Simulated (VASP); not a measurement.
TiAl3:

```
Ti Al
1.0
    -1.89828    1.89828    4.25194
     1.89828   -1.89828    4.25194
     1.89828    1.89828   -4.25194
Ti Al
1 3
Direct
  0.00000 0.00000 0.00000
  0.25000 0.75000 0.50000
  0.75000 0.25000 0.50000
  0.50000 0.50000 0.00000
```

Program: VASP 6.6.1. Alike in all runs: task single point; no spin polarisation; cell as given; k mesh 10 × 10 × 10; cutoff (eV) 520; smearing fermi-dirac 0.05 eV.

Task: Order these runs on this cell by their pressure, lowest first.
A. level PBEsol; potentials or basis VASP PAW PBE potentials, release 64 (Ti_sv, Al)
B. level PBE; potentials or basis VASP PAW PBE potentials, release 64 (Ti_sv, Al)
C. level LDA; potentials or basis VASP PAW LDA potentials, release 64 (Ti_sv, Al)

Result: C (-1.2 GPa), A (1.9 GPa), B (4.4 GPa).

Caveats: the PAW data sets were made with another functional, which shifts forces and pressure a little (some runs).
